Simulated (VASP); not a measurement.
# TiC in VASP: further runs

The runs below take TiC through single point, relaxation of the atoms, with PBE.

All numbers are computed with VASP 6.6.1; they aren't measurements. Logs are shortened: lines on timing, memory, paths and dates and some standing lists are left out, and cuts for length are marked.

### Step 1. The cell of the first run

Symmetry: I4/mmm, No. 139, tetragonal system. The conventional cell has a = 3.060 Å, b = 3.060 Å, c = 4.415 Å, α = 90.00°, β = 90.00°, γ = 90.00°. Within 2.9 Å of Ti (site symmetry 4/mmm) lie 6 C at 2.16 to 2.21 Å. Within 2.9 Å of C (site symmetry 4/mmm) lie 6 Ti at 2.16 to 2.21 Å.

### Step 2. Single point, PBE (z stretched by +2 %, then relaxed in part)

Input file INCAR:

```
SYSTEM = TiC
ALGO = Normal
EDIFF = 1E-6
ENCUT = 520
GGA = PE
ISIF = 2
ISMEAR = -1
LASPH = .True.
LCHARG = .False.
LREAL = .False.
LWAVE = .False.
NBANDS = 15
NELM = 60
PREC = Accurate
SIGMA = 0.05
```

Input file KPOINTS:

```
k-points
0
Gamma
  18 18 18
  0 0 0
```

Input file POSCAR:

```
TiC
1.0
    0.0000000000      2.1640000000      2.2072800000
    2.1640000000      0.0000000000      2.2072800000
    2.1640000000      2.1640000000      0.0000000000
Ti C
1 1
Direct
    0.0000000000      0.0000000000      0.0000000000
    0.5000000000      0.5000000000      0.5000000000
```

Potentials or basis: VASP PAW PBE potentials, release 64 (Ti_sv, C).

Run with:

```sh
$ cat potpaw_PBE.64/Ti_sv/POTCAR potpaw_PBE.64/C/POTCAR > POTCAR
$ mpirun -np 1 vasp_std > vasp.out
```

OUTCAR:

```text
SYSTEM = TiC
   EDIFF = 1E-6
   ENCUT = 520
   GGA = PE
   ISIF = 2
   ISMEAR = -1
   LASPH = .True.
   LREAL = .False.
   NELM = 60
   PREC = Accurate

 ion  position               nearest neighbor table
   1  0.000  0.000  0.000-   2 2.16   2 2.16   2 2.16   2 2.16   2 2.21   2 2.21
   2  0.500  0.500  0.500-   1 2.16   1 2.16   1 2.16   1 2.16   1 2.21   1 2.21

  LATTYP: Found a body centered tetragonal cell.
 ALAT       =     3.0603581490
 C/A-ratio  =     1.4424978336

  Lattice vectors:

 A1 = (  -2.1640000000,   0.0000000000,   2.2072800000)
 A2 = (   2.1640000000,   0.0000000000,   2.2072800000)
 A3 = (   0.0000000000,   2.1640000000,  -2.2072800000)

Analysis of symmetry for initial positions (statically):
=====================================================================
 Subroutine PRICEL returns:
 Original cell was already a primitive cell.

 Routine SETGRP: Setting up the symmetry group for a
 body centered tetragonal supercell.

 Subroutine GETGRP returns: Found 16 space group operations
 (whereof 16 operations were pure point group operations)
 out of a pool of 16 trial point group operations.

The static configuration has the point symmetry D_4h.

Analysis of symmetry for dynamics (positions and initial velocities):
=====================================================================
 Subroutine PRICEL returns:
 Original cell was already a primitive cell.

 Routine SETGRP: Setting up the symmetry group for a
 body centered tetragonal supercell.

 Subroutine GETGRP returns: Found 16 space group operations
 (whereof 16 operations were pure point group operations)
 out of a pool of 16 trial point group operations.

The dynamic configuration has the point symmetry D_4h.

 Subroutine INISYM returns: Found 16 space group operations
 (whereof 16 operations are pure point group operations),
 and found     1 'primitive' translations

----------------------------------------------------------------------------------------

                                     Primitive cell

  volume of cell :      20.6729

  direct lattice vectors                    reciprocal lattice vectors
     0.000000000  2.164000000  2.207280000    -0.231053604  0.231053604  0.226523142
     2.164000000  0.000000000  2.207280000     0.231053604 -0.231053604  0.226523142
     2.164000000  2.164000000  0.000000000     0.231053604  0.231053604 -0.226523142

  length of vectors
     3.091113230  3.091113230  3.060358149     0.397598126  0.397598126  0.397598126

  position of ions in fractional coordinates (direct lattice)
     0.000000000  0.000000000  0.000000000
     0.500000000  0.500000000  0.500000000

  ion indices of the primitive-cell ions
   primitive index   ion index
                 1           1
                 2           2

----------------------------------------------------------------------------------------

 KPOINTS: k-points

Automatic generation of k-mesh.
 Grid dimensions read from file:
 generate k-points for:   18   18   18

 Generating k-lattice:

  Cartesian coordinates                     Fractional coordinates (reciprocal lattice)
    -0.012836311  0.012836311  0.012584619     0.055555556 -0.000000000  0.000000000
     0.012836311 -0.012836311  0.012584619    -0.000000000  0.055555556  0.000000000
     0.012836311  0.012836311 -0.012584619     0.000000000  0.000000000  0.055555556

  Length of vectors
     0.022088785  0.022088785  0.022088785

  Shift w.r.t. Gamma in fractional coordinates (k-lattice)
     0.000000000  0.000000000  0.000000000

 Subroutine IBZKPT returns following result:
 ===========================================

 Found    480 irreducible k-points:

 Following reciprocal coordinates:
            Coordinates               Weight
  0.000000  0.000000  0.000000      1.000000
  0.055556  0.000000  0.000000      8.000000
  0.111111  0.000000  0.000000      8.000000
  0.166667  0.000000  0.000000      8.000000
  0.222222 -0.000000  0.000000      8.000000
  0.277778  0.000000  0.000000      8.000000
[... 16 lines left out ...]
 -0.277778  0.055556  0.000000      8.000000
 -0.222222  0.055556  0.000000      8.000000
 [... further k-points ...]
   k-points           NKPTS =    480   k-points in BZ     NKDIM =    480   number of bands    NBANDS=     15
   number of dos      NEDOS =    301   number of ions     NIONS =      2
   total plane-waves  NPLWV =  13824
   dimension x,y,z NGX =    24 NGY =   24 NGZ =   24
   dimension x,y,z NGXF=    48 NGYF=   48 NGZF=   48
   ions per type =               1   1
   NGX,Y,Z   is equivalent  to a cutoff of  12.91, 12.91, 13.04 a.u.
   NGXF,Y,Z  is equivalent  to a cutoff of  25.82, 25.82, 26.07 a.u.
 SYSTEM =  TiC
   PREC   = accura    normal or accurate (medium, high low for compatibility)
   ISTART =      0    job   : 0-new  1-cont  2-samecut
   ICHARG =      2    charge: 1-file 2-atom 10-const
   ISPIN  =      1    spin polarized calculation?
   LNONCOLLINEAR =      F non collinear calculations
   LSORBIT =      F    spin-orbit coupling
   LASPH  =      T    aspherical Exc in radial PAW
   ENCUT  =  520.0 eV  38.22 Ry    6.18 a.u.   5.75  5.75  5.69*2*pi/ulx,y,z
   NELM   =     60;   NELMIN=  2; NELMDL= -5     # of ELM steps
   EDIFF  = 0.1E-05   stopping-criterion for ELM
   LREAL  =      F    real-space projection
   EDIFFG = 0.1E-04   stopping-criterion for IOM
   NSW    =      0    number of steps for IOM
   IBRION =     -1    ionic relax: 0-MD 1-quasi-New 2-CG
   NFREE  =      0    steps in history (QN), initial steepest desc. (CG)
   ISIF   =      2    stress and relaxation
   ISYM   =      2    0-nonsym 1-usesym 2-fastsym
   POTIM  = 0.5000    time-step for ionic-motion
   TEBEG  =    0.0;   TEEND  =   0.0 temperature during run
   PSTRESS=    0.0 pullay stress
   NELECT =      16.0000    total number of electrons
   NUPDOWN=      -1.0000    fix difference up-down
   EMIN   =  10.00;   EMAX   =-10.00  energy-range for DOS
   EFERMI =   0.00;   METHOD = LEGACY
   ISMEAR =    -1;   SIGMA  =   0.05  broadening in eV -4-tet -1-fermi 0-gaus
   EFERMI_NEDOS =   21; number of points for ismear=-14 and -15
   IALGO  =     38    algorithm
   IMIX   =      4    mixing-type and parameters
     AMIX     =   0.40;   BMIX     =  1.00
     AMIX_MAG =   1.60;   BMIX_MAG =  1.00
  volume/ion in A,a.u.               =      10.34        69.75
  Fermi-wavevector in a.u.,A,eV,Ry     =   1.503076  2.840401 30.738778  2.259236
  Thomas-Fermi vector in A             =   2.614233
   LORBIT       =      0    0 simple, 1 ext, 2 COOP (PROOUT), +10 PAW based schemes
   GGA     = PE    functional components
   LHFCALC =     F    Hartree Fock is set to
   AEXX    =    0.0000 exact exchange contribution
   IVDW    =     0    specifies the selected vdW correction
   LEPSILON=     F    determine dielectric tensor
   LRPA    =     F    only Hartree local field effects (RPA)
 non-spin polarized calculation
  energy-cutoff  :      520.00
  volume of cell :       20.67
 maximum number of plane-waves:       568
   NGX = 11   NGY = 11   NGZ = 11

 number of electron      15.9999998 magnetization

 Free energy of the ion-electron system (eV)
  ---------------------------------------------------
  ext. energy  EPLUGINS =         0.00000000
  ---------------------------------------------------
  free energy    TOTEN  =       -18.70098578 eV

  energy without entropy =      -18.69841483  energy(sigma->0) =      -18.69970030

 E-fermi :   9.2170     XC(G=0): -12.6070

 val. band max:        9.2110558982   @ k =   0.1111   0.0556   0.0000
 cond. band min:       9.2184217621   @ k =   0.1111   0.0000   0.1111
 fundamental gap:      0.0073658639
 Fermi energy:         9.2169902727

 k-point     1 :       0.0000    0.0000    0.0000
  band No.  band energies     occupation
      1     -47.4294      2.00000
      2     -23.4831      2.00000
      3     -23.4520      2.00000
      4     -23.4520      2.00000
      5      -3.1058      2.00000
      6       9.8025      0.00002
      7       9.9443      0.00000
      8       9.9443      0.00000
      9      10.8029      0.00000
     10      10.8193      0.00000
     11      10.8879      0.00000
     12      10.8879      0.00000
     13      10.9573      0.00000
     14      19.4471      0.00000
     15      23.1757      0.00000

 k-point     2 :       0.0556    0.0000    0.0000
  band No.  band energies     occupation
      1     -47.4274      2.00000
      2     -23.4901      2.00000
      3     -23.4612      2.00000
      4     -23.4532      2.00000
      5      -3.0373      2.00000
      6       9.5275      0.00401
      7       9.7042      0.00012
      8       9.8050      0.00002
      9      10.2183      0.00000
     10      10.2749      0.00000
     11      11.0604      0.00000
     12      11.6834      0.00000
     13      11.8082      0.00000
     14      19.5765      0.00000
     15      23.1984      0.00000

 k-point     3 :       0.1111    0.0000    0.0000
  band No.  band energies     occupation
      1     -47.4216      2.00000
      2     -23.5227      2.00000
      3     -23.4749      2.00000
      4     -23.4565      2.00000
      5      -2.8352      2.00000
      6       8.8017      1.99951
      7       9.0634      1.91146
      8       9.1533      1.56275
      9      10.2334      0.00000
     10      10.2833      0.00000
     11      11.3479      0.00000
     12      12.5942      0.00000
     13      12.7403      0.00000
     14      19.9074      0.00000
     15      23.2075      0.00000
[... 343 lines left out ...]
 k-point    23 :      -0.2778    0.0556    0.0000
  band No.  band energies     occupation
      1     -47.3848      2.00000
      2     -23.7649      2.00000
      3     -23.5245      2.00000
      4     -23.4710      2.00000
      5      -1.3162      2.00000
      6       5.6913      2.00000
      7       7.0542      2.00000
      8       7.1923      2.00000
      9      11.0689      0.00000
     10      11.4010      0.00000
     11      12.3491      0.00000
     12      14.9463      0.00000
     13      16.1736      0.00000
     14      19.6972      0.00000
     15      23.7156      0.00000

 k-point    24 :      -0.2222    0.0556    0.0000
  band No.  band energies     occupation
      1     -47.3962      2.00000
      2     -23.6867      2.00000
      3     -23.5158      2.00000
      4     -23.4639      2.00000
      5      -1.8507      2.00000
      6       6.5937      2.00000
      7       7.4927      2.00000
      8       7.6661      2.00000
      9      10.7269      0.00000
     10      11.0866      0.00000
     11      12.0755      0.00000
     12      14.1534      0.00000
     13      15.4019      0.00000
     14      20.3185      0.00000
     15      23.2179      0.00000

 [... further k-points ...]

------------------------ aborting loop because EDIFF is reached ----------------------------------------

  FORCE on cell =-STRESS in cart. coord.  units (eV):
  Direction    XX          YY          ZZ          XY          YZ          ZX
  --------------------------------------------------------------------------------------
  -------------------------------------------------------------------------------------
  Total       -0.1713251     -0.1713251     -1.0680536      0.0000000      0.0000000      0.0000000
  in kB      -13.2779064    -13.2779064    -82.7754749      0.0000000      0.0000000      0.0000000
  external PRESSURE =     -36.4437625 kB  Pullay stress =       0.0000000 kB

 VOLUME and BASIS-vectors are now :
 -----------------------------------------------------------------------------
  energy-cutoff  :      520.00
  volume of cell :       20.67
      direct lattice vectors                 reciprocal lattice vectors
     0.000000000  2.164000000  2.207280000    -0.231053604  0.231053604  0.226523142
     2.164000000  0.000000000  2.207280000     0.231053604 -0.231053604  0.226523142
     2.164000000  2.164000000  0.000000000     0.231053604  0.231053604 -0.226523142

 POSITION                                       TOTAL-FORCE (eV/Angst)
 -----------------------------------------------------------------------------------
      0.00000      0.00000      0.00000         0.000000      0.000000      0.000000
      2.16400      2.16400      2.20728        -0.000000     -0.000000     -0.000000
 -----------------------------------------------------------------------------------
    total drift:                                0.000000     -0.000000     -0.000000

  FREE ENERGIE OF THE ION-ELECTRON SYSTEM (eV)
  ---------------------------------------------------
  free  energy   TOTEN  =       -18.7009857794 eV

  energy  without entropy=      -18.6984148257  energy(sigma->0) =      -18.69970030
```

Wall time 66 s (1 thread of Intel Xeon Platinum 8488C (Sapphire Rapids), shared host); peak memory 0.26 GiB.

Results:

| Property | Result |
| --- | --- |
| Free energy | -18.7010 eV |
| Pressure | -3.6 GPa |
| Band gap on the k mesh | zero (bands 8 and 9 overlap by 1.20 eV) |

Caveat: the cell differs from its parent crystal (z stretched by +2 %, then relaxed in part); the cell stands under tension.

[end of part 1 of 2]
